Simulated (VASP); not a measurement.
# FeSi (P2_13) in VASP: a series of runs, part 2 of 2

VASP 6.6.1. The steps go on from the part before.

### Step 3. Relaxation of cell and atoms, PBE

This run uses another cell than the first one, of 11.14 Å³/atom.

INCAR reads:

```
PREC = Accurate
ENCUT = 600
EDIFF = 1E-6
ISMEAR = 0
SIGMA = 0.01
LREAL = F
LASPH = T
NELM = 60
ALGO = Normal
ISIF = 3
LWAVE = F
LCHARG = F
GGA = PE
IBRION = 2
NSW = 100
EDIFFG = -0.01
```

KPOINTS reads:

```
Automatic mesh
0
Gamma
  8 8 8
```

POSCAR reads:

```
FeSi
1.0
    4.4670000000      0.0000000000      0.0000000000
    0.0000000000      4.4670000000      0.0000000000
    0.0000000000      0.0000000000      4.4670000000
Fe Si
4 4
Direct
    0.1340000000      0.1340000000      0.1340000000
    0.3660000000      0.8660000000      0.6340000000
    0.6340000000      0.3660000000      0.8660000000
    0.8660000000      0.6340000000      0.3660000000
    0.8445000000      0.8445000000      0.8445000000
    0.6555000000      0.1555000000      0.3445000000
    0.3445000000      0.6555000000      0.1555000000
    0.1555000000      0.3445000000      0.6555000000
```

Potentials or basis: VASP PAW PBE potentials, release 64 (Fe, Si).

Run with:

```sh
$ cat potpaw_PBE.64/Fe/POTCAR potpaw_PBE.64/Si/POTCAR > POTCAR
$ mpirun -np 1 vasp_std > vasp.out
```

OUTCAR:

```text
PREC = Accurate
   ENCUT = 600
   EDIFF = 1E-6
   ISMEAR = 0
   LREAL = F
   LASPH = T
   NELM = 60
   ISIF = 3
   GGA = PE
   IBRION = 2
   NSW = 100
   EDIFFG = -0.01

 ion  position               nearest neighbor table
   1  0.134  0.134  0.134-   5 2.24   6 2.34   7 2.34   8 2.34   8 2.51   7 2.51   6 2.51   3 2.74
                             4 2.74   2 2.74   2 2.74   4 2.74   3 2.74
   2  0.366  0.866  0.634-   6 2.24   5 2.34   7 2.34   8 2.34   7 2.51   8 2.51   5 2.51   1 2.74
                             1 2.74   3 2.74   3 2.74   4 2.74   4 2.74
   3  0.634  0.366  0.866-   7 2.24   6 2.34   5 2.34   8 2.34   6 2.51   8 2.51   5 2.51   1 2.74
                             4 2.74   2 2.74   2 2.74   4 2.74   1 2.74
   4  0.866  0.634  0.366-   8 2.24   6 2.34   7 2.34   5 2.34   5 2.51   6 2.51   7 2.51   1 2.74
                             3 2.74   2 2.74   1 2.74   2 2.74   3 2.74
   5  0.844  0.844  0.844-   1 2.24   2 2.34   3 2.34   4 2.34   4 2.51   3 2.51   2 2.51   6 2.76
                             8 2.76   6 2.76   8 2.76   7 2.76   7 2.76
   6  0.656  0.156  0.344-   2 2.24   1 2.34   3 2.34   4 2.34   3 2.51   4 2.51   1 2.51   5 2.76
                             5 2.76   7 2.76   7 2.76   8 2.76   8 2.76
   7  0.344  0.656  0.156-   3 2.24   2 2.34   1 2.34   4 2.34   2 2.51   4 2.51   1 2.51   6 2.76
                             8 2.76   8 2.76   6 2.76   5 2.76   5 2.76
   8  0.156  0.344  0.656-   4 2.24   2 2.34   3 2.34   1 2.34   1 2.51   2 2.51   3 2.51   5 2.76
                             7 2.76   5 2.76   7 2.76   6 2.76   6 2.76

  LATTYP: Found a simple cubic cell.
 ALAT       =     4.4670000000

  Lattice vectors:
[... 203 lines left out ...]
  in kB      -25.2841077    -25.2841077    -25.2841077     -0.0000000      0.0000000      0.0000000
  external PRESSURE =     -25.2841077 kB  Pullay stress =       0.0000000 kB
[... 281 lines left out ...]
--------------------------------------- Ionic step        8  -------------------------------------------

 number of electron      48.0000017 magnetization

 Free energy of the ion-electron system (eV)
  ---------------------------------------------------
  ext. energy  EPLUGINS =         0.00000000
  ---------------------------------------------------
  free energy    TOTEN  =       -58.78146064 eV

  energy without entropy =      -58.78146064  energy(sigma->0) =      -58.78146064

 E-fermi :   9.8174     XC(G=0): -12.7995

 val. band max:        9.7233526201   @ k =  -0.1250   0.3750   0.0000
 cond. band min:       9.8832553337   @ k =   0.2500   0.2500   0.0000
 fundamental gap:      0.1599027136
 Fermi energy:         9.8174063770

 k-point     1 :       0.0000    0.0000    0.0000
  band No.  band energies     occupation
      1      -3.5187      2.00000
      2       1.8367      2.00000
      3       1.8367      2.00000
      4       1.8367      2.00000
      5       4.6734      2.00000
      6       4.6734      2.00000
[... 757 lines left out ...]
     28      11.8635      0.00000
     29      12.1600      0.00000

 [... further k-points ...]

------------------------ aborting loop because EDIFF is reached ----------------------------------------

  FORCE on cell =-STRESS in cart. coord.  units (eV):
  Direction    XX          YY          ZZ          XY          YZ          ZX
  --------------------------------------------------------------------------------------
  -------------------------------------------------------------------------------------
  Total        0.0434294      0.0434294      0.0434294     -0.0000000     -0.0000000      0.0000000
  in kB        0.7907169      0.7907169      0.7907169     -0.0000000     -0.0000000      0.0000000
  external PRESSURE =       0.7907169 kB  Pullay stress =       0.0000000 kB
[... 23 lines left out ...]
  FREE ENERGIE OF THE ION-ELECTRON SYSTEM (eV)
  ---------------------------------------------------
  free  energy   TOTEN  =       -58.7814606439 eV

  energy  without entropy=      -58.7814606439  energy(sigma->0) =      -58.78146064

 reached required accuracy - stopping structural energy minimisation
```

OSZICAR:

```text
N       E                     dE             d eps       ncg     rms          rms(c)
DAV:   1     0.374087179036E+03    0.37409E+03   -0.22128E+04  2610   0.206E+03
DAV:   2    -0.248459613454E+02   -0.39893E+03   -0.38816E+03  2610   0.439E+02
DAV:   3    -0.648195556574E+02   -0.39974E+02   -0.36518E+02  3855   0.150E+02
[... 65 lines left out ...]
DAV:   1    -0.587814734335E+02   -0.36161E-04   -0.10298E-02  2618   0.665E-01    0.518E-02
DAV:   2    -0.587814923271E+02   -0.18894E-04   -0.76373E-04  3960   0.303E-01    0.439E-02
DAV:   3    -0.587814627862E+02    0.29541E-04   -0.25313E-04  4010   0.189E-01    0.163E-02
DAV:   4    -0.587814609034E+02    0.18828E-05   -0.17964E-05  3874   0.499E-02    0.509E-03
DAV:   5    -0.587814606439E+02    0.25953E-06   -0.89452E-07  1500   0.147E-02
   8 F= -.58781461E+02 E0= -.58781461E+02  d E =-.827260E-04
```

CONTCAR:

```text
FeSi
   1.00000000000000
     4.4479273701337627    0.0000000000000000    0.0000000000000000
     0.0000000000000000    4.4479273701337627    0.0000000000000000
     0.0000000000000000    0.0000000000000000    4.4479273701337627
  Fe              Si
     4     4
Direct
     0.1363295728413056    0.1363295728413056    0.1363295728413056
     0.3636704271586944    0.8636704271586942    0.6363295728413058
     0.6363295728413058    0.3636704271586944    0.8636704271586942
     0.8636704271586942    0.6363295728413058    0.3636704271586944
     0.8407814041078486    0.8407814041078486    0.8407814041078486
     0.6592185958921514    0.1592185958921512    0.3407814041078489
     0.3407814041078489    0.6592185958921514    0.1592185958921512
     0.1592185958921512    0.3407814041078489    0.6592185958921514

  0.00000000E+00  0.00000000E+00  0.00000000E+00
  0.00000000E+00  0.00000000E+00  0.00000000E+00
  0.00000000E+00  0.00000000E+00  0.00000000E+00
  0.00000000E+00  0.00000000E+00  0.00000000E+00
  0.00000000E+00  0.00000000E+00  0.00000000E+00
  0.00000000E+00  0.00000000E+00  0.00000000E+00
  0.00000000E+00  0.00000000E+00  0.00000000E+00
  0.00000000E+00  0.00000000E+00  0.00000000E+00
```

It took 5.9 min on 1 thread of Intel Xeon Platinum 8488C (Sapphire Rapids), shared host; peak memory 0.28 GiB.

Results:

```
Free energy                           : -58.7815 eV
Relaxed volume                        : 11.00 Å³/atom
Relaxed cell                          : a = 4.448 Å, b = 4.448 Å, c = 4.448 Å, α = 90.00°, β = 90.00°, γ = 90.00°
Space group after relaxing (to 0.1 Å) : P2_13 (No. 198)
Energy gained by relaxing             : 6.1 meV/atom
Ionic steps                           : 8
Pressure after relaxing               : 0.1 GPa
Largest force after relaxing          : 0.005 eV/Å
Band gap on the k mesh                : 0.16 eV (least direct gap 0.17 eV)
```

Forces in eV/Å, atoms in the order of the input:
```
Fe   0.003  0.003  0.003
Fe  -0.003 -0.003  0.003
Fe   0.003 -0.003 -0.003
Fe  -0.003  0.003 -0.003
Si  -0.001 -0.001 -0.001
Si   0.001  0.001 -0.001
Si  -0.001  0.001  0.001
Si   0.001 -0.001  0.001
```

Step by step:
```csv
step,energy change (eV),largest force (eV/Å),pressure (GPa),volume (Å³)
1,0.0000,0.5425,-2.53,89.13
2,-0.0361,0.1375,3.22,86.89
3,-0.0402,0.1627,1.76,87.42
4,-0.0475,0.0727,-0.78,88.33
5,-0.0490,0.0183,-0.09,88.06
6,-0.0490,0.0210,-0.02,88.05
7,-0.0491,0.0131,0.04,88.02
8,-0.0491,0.0051,0.08,88.00
```

Final structure:
```
Fe Si
1.0
     4.44793    0.00000    0.00000
     0.00000    4.44793    0.00000
     0.00000    0.00000    4.44793
Fe Si
4 4
Cartesian
  0.6064 0.6064 0.6064
  1.6176 3.8415 2.8303
  2.8303 1.6176 3.8415
  3.8415 2.8303 1.6176
  3.7397 3.7397 3.7397
  2.9322 0.7082 1.5158
  1.5158 2.9322 0.7082
  0.7082 1.5158 2.9322
```

A k mesh can miss the band edges. Spin polarisation is off, so any magnetic state and its effect on volume and gap are missing.
